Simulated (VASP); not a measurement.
# Ta3B2N (P6mm) in VASP: notebook

Ta3B2N is run at these levels: PBE; tasks: single point, relaxation of cell and atoms.

All numbers are computed with VASP 6.6.1; they aren't measurements. Logs are shortened: lines on timing, memory, paths and dates and some standing lists are left out, and cuts for length are marked.

## 1. The cell of the first run

It takes space group P6mm (No. 183, hexagonal). Conventional cell: a = 4.939 Å, b = 4.939 Å, c = 4.125 Å, α = 90.00°, β = 90.00°, γ = 120.00°. Within 2.4 Å of Ta (site symmetry 2mm) lie 2 B at 1.78 Å. Within 2.4 Å of B (site symmetry 3m) lie 3 Ta at 1.78 Å. N (site symmetry 6mm) has 6 B at 2.95 Å and 12 Ta at 3.07 to 3.37 Å within 3.9 Å.

## 2. Single point, PBE

The input, INCAR:

```
ALGO = Normal
EDIFF = 1E-6
ENCUT = 520
GGA = PE
ISIF = 2
ISMEAR = 0
LASPH = T
LCHARG = F
LREAL = F
LWAVE = F
NBANDS = 31
NELM = 100
PREC = Accurate
SIGMA = 0.1
```

The input, KPOINTS:

```
k-points
0
Gamma
  6 6 4
```

The input, POSCAR:

```
Ta3B2N
1.0
    4.9393968100      0.0000000000      0.0000000000
   -2.4696984000      4.2776431200      0.0000000000
    0.0000000000      0.0000000000      4.1251041500
Ta B N
3 2 1
Direct
    0.5000000000      0.0000000000      0.3910249600
    0.0000000000      0.5000000000      0.3910249600
    0.5000000000      0.5000000000      0.3910249600
    0.3333333300      0.6666666700      0.6499078100
    0.6666666700      0.3333333300      0.6499078100
    0.0000000000      0.0000000000      0.8339446200
```

Potentials or basis: VASP PAW PBE potentials, release 64 (Ta_pv, B, N).

Started as:

```
> cat potpaw_PBE.64/Ta_pv/POTCAR potpaw_PBE.64/B/POTCAR potpaw_PBE.64/N/POTCAR > POTCAR
> mpirun -np 1 vasp_std > vasp.out
```

OUTCAR:

```text
EDIFF = 1E-6
   ENCUT = 520
   GGA = PE
   ISIF = 2
   ISMEAR = 0
   LASPH = T
   LREAL = F
   NELM = 100
   PREC = Accurate

 ion  position               nearest neighbor table
   1  0.500  0.000  0.391-   4 1.78   5 1.78   3 2.47   3 2.47   2 2.47   2 2.47
   2  0.000  0.500  0.391-   4 1.78   5 1.78   3 2.47   3 2.47   1 2.47   1 2.47
   3  0.500  0.500  0.391-   4 1.78   5 1.78   2 2.47   2 2.47   1 2.47   1 2.47
   4  0.333  0.667  0.650-   2 1.78   1 1.78   3 1.78
   5  0.667  0.333  0.650-   2 1.78   1 1.78   3 1.78
   6  0.000  0.000  0.834-

  LATTYP: Found a hexagonal cell.
 ALAT       =     4.9393968100
 C/A-ratio  =     0.8351432996

  Lattice vectors:

 A1 = (   4.9393968100,   0.0000000000,   0.0000000000)
 A2 = (  -2.4696984000,   4.2776431200,   0.0000000000)
 A3 = (   0.0000000000,   0.0000000000,   4.1251041500)

Analysis of symmetry for initial positions (statically):
=====================================================================
 Subroutine PRICEL returns:
 Original cell was already a primitive cell.

 Routine SETGRP: Setting up the symmetry group for a
 hexagonal supercell.

 Subroutine GETGRP returns: Found 12 space group operations
 (whereof 12 operations were pure point group operations)
 out of a pool of 24 trial point group operations.

The static configuration has the point symmetry C_6v.

Analysis of symmetry for dynamics (positions and initial velocities):
=====================================================================
 Subroutine PRICEL returns:
 Original cell was already a primitive cell.

 Routine SETGRP: Setting up the symmetry group for a
 hexagonal supercell.

 Subroutine GETGRP returns: Found 12 space group operations
 (whereof 12 operations were pure point group operations)
 out of a pool of 24 trial point group operations.

The dynamic configuration has the point symmetry C_6v.

 Subroutine INISYM returns: Found 12 space group operations
 (whereof 12 operations are pure point group operations),
 and found     1 'primitive' translations

----------------------------------------------------------------------------------------

                                     Primitive cell

  volume of cell :      87.1592

[... 91 lines left out ...]
   NELM   =    100;   NELMIN=  2; NELMDL= -5     # of ELM steps
   EDIFF  = 0.1E-05   stopping-criterion for ELM
   LREAL  =      F    real-space projection
   EDIFFG = 0.1E-04   stopping-criterion for IOM
   NSW    =      0    number of steps for IOM
   IBRION =     -1    ionic relax: 0-MD 1-quasi-New 2-CG
   NFREE  =      0    steps in history (QN), initial steepest desc. (CG)
   ISIF   =      2    stress and relaxation
   ISYM   =      2    0-nonsym 1-usesym 2-fastsym
   POTIM  = 0.5000    time-step for ionic-motion
   TEBEG  =    0.0;   TEEND  =   0.0 temperature during run
   PSTRESS=    0.0 pullay stress
   NELECT =      44.0000    total number of electrons
   NUPDOWN=      -1.0000    fix difference up-down
   EMIN   =  10.00;   EMAX   =-10.00  energy-range for DOS
   EFERMI =   0.00;   METHOD = LEGACY
   ISMEAR =     0;   SIGMA  =   0.10  broadening in eV -4-tet -1-fermi 0-gaus
   EFERMI_NEDOS =   21; number of points for ismear=-14 and -15
   IALGO  =     38    algorithm
   IMIX   =      4    mixing-type and parameters
     AMIX     =   0.40;   BMIX     =  1.00
     AMIX_MAG =   1.60;   BMIX_MAG =  1.00
  volume/ion in A,a.u.               =      14.53        98.03
  Fermi-wavevector in a.u.,A,eV,Ry     =   1.303531  2.463316 23.118914  1.699192
  Thomas-Fermi vector in A             =   2.434527
   LORBIT       =      0    0 simple, 1 ext, 2 COOP (PROOUT), +10 PAW based schemes
   GGA     = PE    functional components
   LHFCALC =     F    Hartree Fock is set to
   AEXX    =    0.0000 exact exchange contribution
   IVDW    =     0    specifies the selected vdW correction
   LEPSILON=     F    determine dielectric tensor
   LRPA    =     F    only Hartree local field effects (RPA)
 non-spin polarized calculation
 Gauss-broadening in eV      SIGMA  =   0.10
  energy-cutoff  :      520.00
  volume of cell :       87.16
 maximum number of plane-waves:      2367
 NGX is ok and might be reduce to    40
   NGX = 19   NGY = 19   NGZ = 15

 number of electron      44.0000004 magnetization

 Free energy of the ion-electron system (eV)
  ---------------------------------------------------
  ext. energy  EPLUGINS =         0.00000000
  ---------------------------------------------------
  free energy    TOTEN  =       -31.94120864 eV

  energy without entropy =      -31.89751354  energy(sigma->0) =      -31.91936109

 E-fermi :   4.0430     XC(G=0): -11.2126

 val. band max:        4.0385250446   @ k =   0.3333   0.1667   0.2500
 cond. band min:       4.0547891245   @ k =   0.0000   0.0000   0.5000
 fundamental gap:      0.0162640799
 Fermi energy:         4.0430023831

 k-point     1 :       0.0000    0.0000    0.0000
  band No.  band energies     occupation
      1     -32.8113      2.00000
      2     -30.8315      2.00000
      3     -30.8315      2.00000
      4     -30.2787      2.00000
      5     -29.6828      2.00000
      6     -29.6828      2.00000
[... 703 lines left out ...]
     30       7.1776      0.00000
     31       7.4721      0.00000

------------------------ aborting loop because EDIFF is reached ----------------------------------------

  FORCE on cell =-STRESS in cart. coord.  units (eV):
  Direction    XX          YY          ZZ          XY          YZ          ZX
  --------------------------------------------------------------------------------------
  -------------------------------------------------------------------------------------
  Total       53.6009380     53.6009381     23.7615967      0.0000001     -0.0000000      0.0000000
  in kB      985.3025089    985.3025104    436.7901330      0.0000012     -0.0000000      0.0000000
  external PRESSURE =     802.4650508 kB  Pullay stress =       0.0000000 kB

 VOLUME and BASIS-vectors are now :
 -----------------------------------------------------------------------------
  energy-cutoff  :      520.00
  volume of cell :       87.16
      direct lattice vectors                 reciprocal lattice vectors
     4.939396810  0.000000000  0.000000000     0.202453870  0.116886796  0.000000000
    -2.469698400  4.277643120  0.000000000     0.000000000  0.233773593  0.000000000
     0.000000000  0.000000000  4.125104150     0.000000000  0.000000000  0.242418122

 POSITION                                       TOTAL-FORCE (eV/Angst)
 -----------------------------------------------------------------------------------
      2.46970      0.00000      1.61302         0.000000     -0.000000    -11.745522
     -1.23485      2.13882      1.61302         0.000000     -0.000000    -11.745522
      1.23485      2.13882      1.61302         0.000000      0.000000    -11.745522
     -0.00000      2.85176      2.68094        -0.000000      0.000000     17.246040
      2.46970      1.42588      2.68094         0.000000     -0.000000     17.246040
      0.00000      0.00000      3.44011         0.000000      0.000000      0.744488
 -----------------------------------------------------------------------------------
    total drift:                                0.000000      0.000000      0.000698

  FREE ENERGIE OF THE ION-ELECTRON SYSTEM (eV)
  ---------------------------------------------------
  free  energy   TOTEN  =       -31.9412086427 eV

  energy  without entropy=      -31.8975135432  energy(sigma->0) =      -31.91936109
```

OSZICAR:

```text
N       E                     dE             d eps       ncg     rms          rms(c)
DAV:   1     0.406806356876E+03    0.40681E+03   -0.24109E+04  1302   0.142E+03
DAV:   2    -0.220784246522E+02   -0.42888E+03   -0.41242E+03  1485   0.412E+02
DAV:   3    -0.423210893453E+02   -0.20243E+02   -0.19415E+02  1720   0.820E+01
DAV:   4    -0.427592327526E+02   -0.43814E+00   -0.43459E+00  1547   0.113E+01
DAV:   5    -0.427703446422E+02   -0.11112E-01   -0.11099E-01  1656   0.147E+00    0.480E+01
DAV:   6    -0.328803865827E+02    0.98900E+01   -0.52200E+01  1459   0.320E+01    0.204E+01
DAV:   7    -0.350597645011E+02   -0.21794E+01   -0.23886E+01  1686   0.160E+01    0.171E+01
DAV:   8    -0.319447942903E+02    0.31150E+01   -0.10118E+01  1738   0.113E+01    0.860E+00
DAV:   9    -0.319573755656E+02   -0.12581E-01   -0.60342E-01  1400   0.343E+00    0.171E+00
DAV:  10    -0.319462998170E+02    0.11076E-01   -0.13288E-01  1456   0.157E+00    0.720E-01
DAV:  11    -0.319416334923E+02    0.46663E-02   -0.43544E-02  1667   0.603E-01    0.257E-01
DAV:  12    -0.319416339713E+02   -0.47895E-06   -0.10461E-02  1638   0.289E-01    0.205E-01
DAV:  13    -0.319412045874E+02    0.42938E-03   -0.24122E-03  1647   0.134E-01    0.196E-02
DAV:  14    -0.319412111608E+02   -0.65734E-05   -0.76494E-05  1458   0.391E-02    0.152E-02
DAV:  15    -0.319412087753E+02    0.23856E-05   -0.15233E-05  1454   0.143E-02    0.347E-03
DAV:  16    -0.319412086427E+02    0.13260E-06   -0.11502E-06   812   0.471E-03
   1 F= -.31941209E+02 E0= -.31919361E+02  d E =-.436951E-01
```

It took 60 s on 1 thread of Intel Xeon Platinum 8259CL at 2.50GHz (Skylake/Cascade Lake), shared host; peak memory 0.24 GiB.

Results:

* Free energy: -31.9412 eV
* Pressure: 80.2 GPa
* Largest force: 17.246 eV/Å
* Band gap on the k mesh: zero (band 22 reaches 4.45 eV, above the bottom of band 23 at 3.15 eV)

Forces in eV/Å, atoms in the order of the input:
```
Ta    0.000   0.000 -11.746
Ta    0.000   0.000 -11.746
Ta    0.000   0.000 -11.746
B     0.000   0.000  17.246
B     0.000   0.000  17.246
N     0.000   0.000   0.744
```

Stress tensor (GPa, compression positive):
```
98.53  0.00  0.00
 0.00 98.53  0.00
 0.00  0.00 43.68
```

Caveat: the k points lie up to 0.38 Å⁻¹ apart; spin-orbit coupling is left out, which moves the levels of the heavy elements; forces of over 1 eV/Å act on the atoms, so gaps and moduli don't describe the material at rest.

## 3. Relaxation of cell and atoms, PBE

The input, INCAR:

```
PREC     = Accurate       # precision mode
ENCUT    = 600            # plane-wave cutoff, eV
EDIFF    = 1E-6           # SCF threshold, eV
ISMEAR   = 0              # smearing method
SIGMA    = 0.1            # smearing width, eV
LREAL    = False          # projectors in reciprocal space
LASPH    = True           # aspherical terms in the spheres
NELM     = 100            # most SCF steps
ALGO     = Normal         # electronic algorithm
ISIF     = 3              # what is computed and relaxed
LWAVE    = False          # write WAVECAR
LCHARG   = False          # write CHGCAR
GGA      = PE             # functional
IBRION   = 2              # ionic algorithm
NSW      = 90             # ionic steps
EDIFFG   = -0.04          # ionic threshold
```

The input, KPOINTS:

```
Automatic mesh
0
Gamma
  6 6 4
```

POSCAR is that of step 2.

Potentials or basis: VASP PAW PBE potentials, release 64 (Ta_pv, B, N).

Started as:

```
> cat potpaw_PBE.64/Ta_pv/POTCAR potpaw_PBE.64/B/POTCAR potpaw_PBE.64/N/POTCAR > POTCAR
> mpirun -np 1 vasp_std > vasp.out
```

OUTCAR:

```text
PREC = Accurate
   ENCUT = 600
   EDIFF = 1E-6
   ISMEAR = 0
   LREAL = False
   LASPH = True
   NELM = 100
   ISIF = 3
   GGA = PE
   IBRION = 2
   NSW = 90
   EDIFFG = -0.04

 ion  position               nearest neighbor table
   1  0.500  0.000  0.391-   4 1.78   5 1.78   3 2.47   3 2.47   2 2.47   2 2.47
   2  0.000  0.500  0.391-   4 1.78   5 1.78   3 2.47   3 2.47   1 2.47   1 2.47
   3  0.500  0.500  0.391-   4 1.78   5 1.78   2 2.47   2 2.47   1 2.47   1 2.47
   4  0.333  0.667  0.650-   2 1.78   1 1.78   3 1.78
   5  0.667  0.333  0.650-   2 1.78   1 1.78   3 1.78
   6  0.000  0.000  0.834-

  LATTYP: Found a hexagonal cell.
 ALAT       =     4.9393968100
 C/A-ratio  =     0.8351432996

  Lattice vectors:

 A1 = (   4.9393968100,   0.0000000000,   0.0000000000)
 A2 = (  -2.4696984000,   4.2776431200,   0.0000000000)
 A3 = (   0.0000000000,   0.0000000000,   4.1251041500)

Analysis of symmetry for initial positions (statically):
=====================================================================
 Subroutine PRICEL returns:
 Original cell was already a primitive cell.

 Routine SETGRP: Setting up the symmetry group for a
 hexagonal supercell.

 Subroutine GETGRP returns: Found 12 space group operations
[... 163 lines left out ...]
 number of electron      44.0000002 magnetization

 Free energy of the ion-electron system (eV)
  ---------------------------------------------------
  ext. energy  EPLUGINS =         0.00000000
  ---------------------------------------------------
  free energy    TOTEN  =       -31.94639106 eV

  energy without entropy =      -31.90269752  energy(sigma->0) =      -31.92454429

------------------------ aborting loop because EDIFF is reached ----------------------------------------

  FORCE on cell =-STRESS in cart. coord.  units (eV):
  Direction    XX          YY          ZZ          XY          YZ          ZX
  --------------------------------------------------------------------------------------
  -------------------------------------------------------------------------------------
  Total       53.5935360     53.5935361     23.7460690      0.0000001     -0.0000000      0.0000000
  in kB      985.1664439    985.1664454    436.5046994      0.0000012     -0.0000000      0.0000000
  external PRESSURE =     802.2791962 kB  Pullay stress =       0.0000000 kB
[... 1952 lines left out ...]
     25       3.2886      0.00000
     26       3.2886      0.00000

[... ionic steps 4 to 22 ...]

--------------------------------------- Ionic step       23  -------------------------------------------

 number of electron      43.9999993 magnetization

------------------------ aborting loop because EDIFF is reached ----------------------------------------
[... 75 lines left out ...]
--------------------------------------- Ionic step       25  -------------------------------------------

 number of electron      43.9999993 magnetization

 Free energy of the ion-electron system (eV)
  ---------------------------------------------------
  ext. energy  EPLUGINS =         0.00000000
  ---------------------------------------------------
  free energy    TOTEN  =       -53.83655133 eV

  energy without entropy =      -53.81354321  energy(sigma->0) =      -53.82504727

 E-fermi :   4.0021     XC(G=0): -11.4768

 val. band max:        3.9572151942   @ k =   0.5000  -0.0000   0.0000
 cond. band min:       4.0451998101   @ k =   0.3333  -0.0000   0.0000
 fundamental gap:      0.0879846159
 Fermi energy:         4.0021080399
[... 640 lines left out ...]
  FREE ENERGIE OF THE ION-ELECTRON SYSTEM (eV)
  ---------------------------------------------------
  free  energy   TOTEN  =       -53.8365513297 eV

  energy  without entropy=      -53.8135432110  energy(sigma->0) =      -53.82504727

 reached required accuracy - stopping structural energy minimisation
```

OSZICAR:

```text
N       E                     dE             d eps       ncg     rms          rms(c)
DAV:   1     0.431920864962E+03    0.43192E+03   -0.26554E+04  1092   0.187E+03
DAV:   2    -0.158150854148E+02   -0.44774E+03   -0.43996E+03  1212   0.488E+02
DAV:   3    -0.419935489708E+02   -0.26178E+02   -0.25428E+02  1520   0.990E+01
[... 295 lines left out ...]
DAV:   2    -0.538366898111E+02    0.90251E-05   -0.24982E-03  1318   0.354E-01    0.103E-01
DAV:   3    -0.538366007658E+02    0.89045E-04   -0.80259E-04  1504   0.114E-01    0.584E-02
DAV:   4    -0.538365528195E+02    0.47946E-04   -0.18925E-04  1508   0.573E-02    0.131E-02
DAV:   5    -0.538365510416E+02    0.17779E-05   -0.17486E-05  1054   0.226E-02    0.634E-03
DAV:   6    -0.538365513297E+02   -0.28811E-06   -0.11707E-06   696   0.782E-03
  25 F= -.53836551E+02 E0= -.53825047E+02  d E =-.215205E-03
```

It took 15 min on 1 thread of Intel Xeon Platinum 8488C (Sapphire Rapids), shared host; peak memory 0.28 GiB.

What came out:

* Free energy: -53.8366 eV
* Relaxed volume: 14.51 Å³/atom
* Relaxed cell: a = 5.533 Å, b = 5.533 Å, c = 3.285 Å, α = 90.00°, β = 90.00°, γ = 120.00°
* Space group after relaxing (to 0.05 Å): P6/mmm (No. 191)
* Energy gained by relaxing: 3648.4 meV/atom
* Ionic steps: 25
* Pressure after relaxing: 0.1 GPa
* Largest force after relaxing: 0.036 eV/Å
* Band gap on the k mesh: zero (band 22 reaches 4.77 eV, above the bottom of band 23 at 3.62 eV)

Forces in eV/Å, atoms in the order of the input:
```
Ta   0.000  0.000 -0.014
Ta   0.000  0.000 -0.014
Ta   0.000  0.000 -0.014
B    0.000  0.000  0.002
B    0.000  0.000  0.002
N    0.000  0.000  0.036
```

The path:
```csv
step,energy change (eV),largest force (eV/Å),pressure (GPa),volume (Å³)
1,0.0000,17.2438,80.23,87.16
2,0.9294,1.6992,-22.49,212.53
3,-3.1629,0.6058,-26.47,180.73
4,-7.1664,0.5826,-28.36,155.91
5,-12.1226,1.3140,-15.84,118.37
6,-12.1552,2.2150,-7.95,111.52
7,-12.2079,1.8071,-11.55,114.34
8,-16.3654,2.9273,-8.85,99.38
9,-19.3369,1.6530,12.87,83.61
10,-18.9194,3.6293,2.07,90.54
11,-19.6814,1.4714,6.65,86.31
12,-19.7849,1.7605,-7.06,93.03
13,-19.8227,1.6789,-2.82,90.66
14,-20.0368,2.0969,-3.36,90.76
15,-20.7807,2.2290,-4.92,91.01
16,-21.6940,0.5811,-7.83,91.39
17,-21.8745,0.2539,1.37,86.48
18,-21.8745,0.2528,1.36,86.47
19,-21.8840,0.1562,0.85,86.72
20,-21.8855,0.2113,0.55,86.86
21,-21.8887,0.0863,-0.37,87.30
22,-21.8889,0.0629,-0.60,87.40
23,-21.8899,0.0459,-0.04,87.15
24,-21.8899,0.0458,-0.03,87.14
25,-21.8902,0.0361,0.10,87.09
```

Final structure:
```
Ta B N
1.0
     5.53270    0.00000    0.00000
    -2.76635    4.79146    0.00000
     0.00000    0.00000    3.28516
Ta B N
3 2 1
Direct
  0.50000 0.00000 0.21841
  0.00000 0.50000 0.21841
  0.50000 0.50000 0.21841
  0.33333 0.66667 0.71834
  0.66667 0.33333 0.71834
  0.00000 0.00000 0.21492
```

Caveat: the k points lie up to 0.48 Å⁻¹ apart in the final cell; spin-orbit coupling is left out, which moves the levels of the heavy elements.
